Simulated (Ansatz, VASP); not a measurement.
# ZrTa2C2: VASP beside Ansatz

File INCAR:

```
SYSTEM = ZrTa2C2
PREC = Accurate
ENCUT = 600
EDIFF = 1E-6
ISMEAR = 0
SIGMA = 0.1
LREAL = .False.
LASPH = .True.
NELM = 60
ALGO = Normal
ISIF = 3
LWAVE = .False.
LCHARG = .False.
GGA = PE
IBRION = 2
NSW = 100
EDIFFG = -0.01
```

The input KPOINTS:

```
Automatic mesh
0
Gamma
  12 12 12
  0 0 0
```

The input POSCAR:

```
ZrTa2C2
1.0
    1.5988697000      0.9231079000      7.6714688000
   -1.5988697000      0.9231079000      7.6714688000
    0.0000000000     -1.8462158000      7.6714688000
Zr Ta C
1 2 2
Direct
    0.0000000000      0.0000000000      0.0000000000
    0.2197480000      0.2197480000      0.2197480000
    0.7802520000      0.7802520000      0.7802520000
    0.3964490000      0.3964490000      0.3964490000
    0.6035510000      0.6035510000      0.6035510000
```

Input for Ansatz:

```yaml
crystal:
  lattice:
    - [1.5988697, 0.9231079, 7.6714688]
    - [-1.5988697, 0.9231079, 7.6714688]
    - [0.0, -1.8462158, 7.6714688]
  atoms:
    - { symbol: Zr, position: [0.0, 0.0, 0.0] }
    - { symbol: Ta, position: [0.219748, 0.219748, 0.219748] }
    - { symbol: Ta, position: [0.780252, 0.780252, 0.780252] }
    - { symbol: C, position: [0.396449, 0.396449, 0.396449] }
    - { symbol: C, position: [0.603551, 0.603551, 0.603551] }
basis:
  ecutwfc: 420
kpoints:
  mp_grid: { grid: [12, 12, 12] }
hamiltonian:
  xc: pbe
scf:
  occupations: { method: gaussian, width: 0.1 }
output:
  forces: true
  stress: true
  eigenvalues: true
  write_density: true
  write_potential: true
  elf: true
  volumetric_format: npy
relax:
  adjacent_minimum: "off"
  f_tol: 0.01
  max_steps: 80
  cell: { stress_tol: 0.05 }
```

Change from the starting cell: relaxed end of: species swapped into the CaIn2N2 type (C2/m, No. 12).

Alike in both runs: task relaxation of cell and atoms; functional PBE; k mesh 12 × 12 × 12; occupations gaussian, width 0.1 eV; no spin polarisation.

|  | VASP | Ansatz |
| --- | --- | --- |
| version | VASP 6.6.1 | Ansatz 0.2.0 |
| potentials or method | VASP PAW PBE potentials, release 64 (Zr_sv, Ta_pv, C), cutoff 600 eV | scalar-relativistic, plane waves, PAW |
| valence electrons in the cell | 42 | 46 |

|  | VASP | Ansatz | Ansatz less VASP |
| --- | --- | --- | --- |
| gap on the k mesh at the Fermi level, each at its own relaxed structure (eV) | none | none | - |
| relaxed volume (Å³/atom) | 13.60 | 13.59 | -0.012 |
| relaxed cell length with the largest relative difference (Å) | 7.893 | 7.891 | -0.0021 |

A gap of «none» marks a metal or a gap that the smearing closes. VASP's potentials hold 42 valence electrons a cell and Ansatz's 46, so a difference there can come from the potentials and not from the codes.

Spin-orbit coupling is off throughout.
